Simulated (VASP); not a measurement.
Runs of VASP 6.6.1 on FePt (Tetraferroplatinum). Symmetry: P4/mmm, No. 123, tetragonal system. The conventional cell has a = 2.724 Å, b = 2.724 Å, c = 3.720 Å, α = 90.00°, β = 90.00°, γ = 90.00°. Within 3.5 Å of Fe (site symmetry 4/mmm) lie 8 Pt at 2.68 Å and 4 Fe at 2.72 Å. Within 3.5 Å of Pt (site symmetry 4/mmm) lie 8 Fe at 2.68 Å and 4 Pt at 2.72 Å. 

```tsv
spin	fixed moment (μB)	pressure (GPa)	moment (μB)
collinear, zero start	0.0	(b)	0.00
collinear, ferrimagnetic start	0.8	-10.9	0.80
collinear, ferromagnetic start	2.5	-2.2	2.50
collinear, ferromagnetic start	3.4	4.1	3.40
collinear, ferromagnetic start	1.7	(a)	1.70
```

Alike in all rows: task single point; level PBE; potentials or basis VASP PAW PBE potentials, release 64 (Fe, Pt); cell as given; k mesh 12 × 12 × 9; cutoff (eV) 520; smearing fermi-dirac 0.1 eV.

Q: Estimate the missing entries.

A: (a) -6.9; (b) -12.7.

Caveats: the total moment is fixed, so each spin has its own Fermi level.
